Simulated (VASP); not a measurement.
# GdN (Fm-3m) in VASP: single point with PBE

Aim: the single point of GdN with PBE.

All numbers are computed with VASP 6.6.1; they aren't measurements. Logs are shortened: lines on timing, memory, paths and dates and some standing lists are left out, and cuts for length are marked.

## Step 1: The cell of the first run

Symmetry: Fm-3m, No. 225, cubic system. The conventional cell has a = 4.984 Å, b = 4.984 Å, c = 4.984 Å, α = 90.00°, β = 90.00°, γ = 90.00°. Gd (site symmetry m-3m) has 6 N at 2.49 Å within 3.3 Å. Within 3.3 Å of N (site symmetry m-3m) lie 6 Gd at 2.49 Å.

## Step 2: Single point, PBE, collinear spin, ferromagnetic start

The input, INCAR:

```
SYSTEM = GdN
ALGO = Normal ; EDIFF = 1E-7
ENCUT = 520 ; GGA = PE
ISIF = 2 ; ISMEAR = 0
ISPIN = 2 ; LASPH = .True.
LCHARG = .False. ; LMAXMIX = 6
LORBIT = 11 ; LREAL = .False.
LWAVE = .False. ; MAGMOM = 7.55 0
NBANDS = 22 ; NELM = 150
PREC = Accurate ; SIGMA = 0.1
```

The input, KPOINTS:

```
k-points
0
Gamma
  20 20 20
  0 0 0
```

The input, POSCAR:

```
GdN
1.0
    0.0000000000      2.4918739463      2.4918739463
    2.4918739463      0.0000000000      2.4918739463
    2.4918739463      2.4918739463      0.0000000000
Gd N
1 1
Direct
    0.0000000000      0.0000000000      0.0000000000
    0.5000000000      0.5000000000      0.5000000000
```

Potentials or basis: VASP PAW PBE potentials, release 64 (Gd, N).

On the command line:

```console
$ cat potpaw_PBE.64/Gd/POTCAR potpaw_PBE.64/N/POTCAR > POTCAR
$ mpirun -np 1 vasp_std > vasp.out
```

OUTCAR:

```text
SYSTEM = GdN
   EDIFF = 1E-7
   ENCUT = 520
   GGA = PE
   ISIF = 2
   ISMEAR = 0
   ISPIN = 2
   LASPH = .True.
   LORBIT = 11
   LREAL = .False.
   NELM = 150
   PREC = Accurate

 ion  position               nearest neighbor table
   1  0.000  0.000  0.000-   2 2.49   2 2.49   2 2.49   2 2.49   2 2.49   2 2.49
   2  0.500  0.500  0.500-   1 2.49   1 2.49   1 2.49   1 2.49   1 2.49   1 2.49

  LATTYP: Found a face centered cubic cell.
 ALAT       =     4.9837478926

  Lattice vectors:

 A1 = (   0.0000000000,   2.4918739463,   2.4918739463)
 A2 = (   2.4918739463,   0.0000000000,   2.4918739463)
 A3 = (   2.4918739463,   2.4918739463,   0.0000000000)

Analysis of symmetry for initial positions (statically):
=====================================================================
 Subroutine PRICEL returns:
 Original cell was already a primitive cell.

 Routine SETGRP: Setting up the symmetry group for a
 face centered cubic supercell.

 Subroutine GETGRP returns: Found 48 space group operations
 (whereof 48 operations were pure point group operations)
 out of a pool of 48 trial point group operations.

The static configuration has the point symmetry O_h .

Analysis of symmetry for dynamics (positions and initial velocities):
=====================================================================
 Subroutine PRICEL returns:
 Original cell was already a primitive cell.

 Routine SETGRP: Setting up the symmetry group for a
 face centered cubic supercell.

 Subroutine GETGRP returns: Found 48 space group operations
 (whereof 48 operations were pure point group operations)
 out of a pool of 48 trial point group operations.

The dynamic configuration has the point symmetry O_h .

Analysis of structural, dynamic, and magnetic symmetry:
=====================================================================
 Subroutine PRICEL returns:
 Original cell was already a primitive cell.

 Routine SETGRP: Setting up the symmetry group for a
 face centered cubic supercell.

 Subroutine GETGRP returns: Found 48 space group operations
 (whereof 48 operations were pure point group operations)
 out of a pool of 48 trial point group operations.

The overall configuration has the point symmetry O_h .

 Subroutine INISYM returns: Found 48 space group operations
 (whereof 48 operations are pure point group operations),
 and found     1 'primitive' translations

----------------------------------------------------------------------------------------

                                     Primitive cell

  volume of cell :      30.9463
[... 113 lines left out ...]
   LORBIT       =     11    0 simple, 1 ext, 2 COOP (PROOUT), +10 PAW based schemes
   GGA     = PE    functional components
   LHFCALC =     F    Hartree Fock is set to
   AEXX    =    0.0000 exact exchange contribution
   IVDW    =     0    specifies the selected vdW correction
   LEPSILON=     F    determine dielectric tensor
   LRPA    =     F    only Hartree local field effects (RPA)
 spin polarized calculation
 Gauss-broadening in eV      SIGMA  =   0.10
  energy-cutoff  :      520.00
  volume of cell :       30.95
 maximum number of plane-waves:       869
   NGX = 13   NGY = 13   NGZ = 13

 number of electron      23.0000006 magnetization       6.9996236

 Free energy of the ion-electron system (eV)
  ---------------------------------------------------
  ext. energy  EPLUGINS =         0.00000000
  ---------------------------------------------------
  free energy    TOTEN  =       -23.21641290 eV

  energy without entropy =      -23.21598215  energy(sigma->0) =      -23.21619753

 E-fermi :   3.9894     XC(G=0): -11.5850

 val. band max:        3.9775887437   @ k =   0.5000   0.4500   0.0000
 cond. band min:       4.0028611786   @ k =  -0.0500   0.0500   0.0000
 fundamental gap:      0.0252724349
 Fermi energy:         3.9893500496

 spin component 1

 k-point     1 :       0.0000    0.0000    0.0000
  band No.  band energies     occupation
      1     -39.8365      1.00000
      2     -16.8322      1.00000
      3     -16.8322      1.00000
      4     -16.8322      1.00000
      5      -9.1337      1.00000
      6       0.3142      1.00000
[... 589 lines left out ...]
     21      13.0962      0.00000
     22      17.3927      0.00000

 [... further k-points ...]

 spin component 2

 k-point     1 :       0.0000    0.0000    0.0000
  band No.  band energies     occupation
      1     -36.7393      1.00000
      2     -14.5857      1.00000
      3     -14.5857      1.00000
      4     -14.5857      1.00000
      5      -9.1256      1.00000
      6       3.0556      1.00000
[... 589 lines left out ...]
     21      14.0126      0.00000
     22      18.5346      0.00000

 [... further k-points ...]

------------------------ aborting loop because EDIFF is reached ----------------------------------------

  FORCE on cell =-STRESS in cart. coord.  units (eV):
  Direction    XX          YY          ZZ          XY          YZ          ZX
  --------------------------------------------------------------------------------------
  -------------------------------------------------------------------------------------
  Total        0.0060540      0.0060540      0.0060540      0.0000000      0.0000000      0.0000000
  in kB        0.3134306      0.3134306      0.3134306      0.0000000      0.0000000      0.0000000
  external PRESSURE =       0.3134306 kB  Pullay stress =       0.0000000 kB

 VOLUME and BASIS-vectors are now :
 -----------------------------------------------------------------------------
  energy-cutoff  :      520.00
  volume of cell :       30.95
      direct lattice vectors                 reciprocal lattice vectors
     0.000000000  2.491873946  2.491873946    -0.200652204  0.200652204  0.200652204
     2.491873946  0.000000000  2.491873946     0.200652204 -0.200652204  0.200652204
     2.491873946  2.491873946  0.000000000     0.200652204  0.200652204 -0.200652204

 POSITION                                       TOTAL-FORCE (eV/Angst)
 -----------------------------------------------------------------------------------
      0.00000      0.00000      0.00000         0.000000     -0.000000      0.000000
      2.49187      2.49187      2.49187        -0.000000      0.000000     -0.000000
 -----------------------------------------------------------------------------------
    total drift:                                0.000000      0.000000      0.000000

  FREE ENERGIE OF THE ION-ELECTRON SYSTEM (eV)
  ---------------------------------------------------
  free  energy   TOTEN  =       -23.2164129028 eV

  energy  without entropy=      -23.2159821501  energy(sigma->0) =      -23.21619753

 total charge

# of ion       s       p       d       f       tot
--------------------------------------------------
    1        2.034   5.663   0.533   6.999  15.228
    2        1.250   2.383   0.000   0.000   3.633
--------------------------------------------------
tot          3.284   8.046   0.533   6.999  18.862

 magnetization (x)

# of ion       s       p       d       f       tot
--------------------------------------------------
    1       -0.005  -0.081   0.083   6.807   6.804
    2       -0.007  -0.078   0.000   0.000  -0.085
--------------------------------------------------
tot         -0.012  -0.159   0.083   6.807   6.719
```

OSZICAR:

```text
N       E                     dE             d eps       ncg     rms          rms(c)
DAV:   1     0.129175009799E+03    0.12918E+03   -0.82474E+03 31402   0.545E+03
DAV:   2    -0.544246075471E+01   -0.13462E+03   -0.11608E+03 31308   0.441E+02
[... 27 lines left out ...]
DAV:  30    -0.232164344829E+02    0.53854E-04   -0.83088E-05 31924   0.470E-01    0.303E-01
DAV:  31    -0.232164216269E+02    0.12856E-04   -0.15676E-05 37032   0.147E-01    0.327E-01
DAV:  32    -0.232164132615E+02    0.83654E-05   -0.30261E-05 28936   0.318E-01    0.345E-01
DAV:  33    -0.232164130919E+02    0.16956E-06   -0.75739E-06 40518   0.390E-02    0.277E-01
DAV:  34    -0.232164129891E+02    0.10286E-06   -0.91318E-07 37138   0.728E-03    0.250E-01
DAV:  35    -0.232164129028E+02    0.86229E-07   -0.40374E-08 16356   0.899E-03
   1 F= -.23216413E+02 E0= -.23216198E+02  d E =-.430753E-03  mag=     6.9996
```

stdout:

```text
POSCAR found type information on POSCAR GdN
 POSCAR found :  2 types and       2 ions
 scaLAPACK will be used
 LDA part: xc-table for (Slater+PW92), standard interpolation
 POSCAR, INCAR and KPOINTS ok, starting setup
 FFT: planning ... GRIDC
 FFT: planning ... GRID_SOFT
 FFT: planning ... GRID
 WAVECAR not read
 entering main loop
```

Run time: 11 min. Hardware: 1 thread of Oxide Virtual Turin-like, shared host; peak memory 0.39 GiB.

Results:

```
Free energy                                           : -23.2164 eV
Pressure                                              : 0.0 GPa
Band gap on the k mesh                                : zero (filled and empty bands overlap)
Net moment                                            : 7.00 μB per cell
Site moments                                          : Gd +6.80; N -0.09 μB
Valence electrons inside the program's atomic spheres : Gd 15.23; N 3.63
```

Levels at points of the mesh, in eV from the Fermi level:
Spin up:
| k point | band 11 | band 12 | band 13 | band 14 | band 15 | band 16 | band 17 | band 18 | band 19 | band 20 |
| --- | --- | --- | --- | --- | --- | --- | --- | --- | --- | --- |
| (0.00, 0.00, 0.00) | -3.27 | -3.27 | 0.19 | 0.19 | 0.19 | 2.43 | 2.43 | 2.43 | 3.14 | 4.56 |
| (0.50, 0.00, 0.00) | -3.29 | -3.26 | -3.26 | -2.65 | -2.65 | 5.04 | 5.81 | 5.81 | 6.57 | 9.89 |
| (0.50, 0.50, 0.00) | -3.33 | -3.33 | -1.52 | -0.54 | -0.26 | -0.26 | 6.44 | 6.48 | 7.53 | 7.53 |
Spin down:
```
           k point  band 5  band 6  band 7  band 8  band 9  band 10  band 11  band 12
(0.00, 0.00, 0.00)  -13.11   -0.93   -0.93   -0.93    1.63     2.17     2.17     2.17
(0.50, 0.00, 0.00)  -11.19   -4.15   -2.53   -2.53    1.77     1.87     1.87     2.10
(0.50, 0.50, 0.00)  -12.84   -1.18   -0.88   -0.88    0.18     1.92     1.98     2.03
```

Caveat: spin-orbit coupling is left out, which moves the levels of the heavy elements; a cell with one magnetic atom can't hold antiferromagnetic order, which such compounds often take; semilocal functionals describe open f shells poorly, which spoils levels, moments and volumes.

The gap in the log of VASP goes by the Fermi energy; the results here count the filled bands.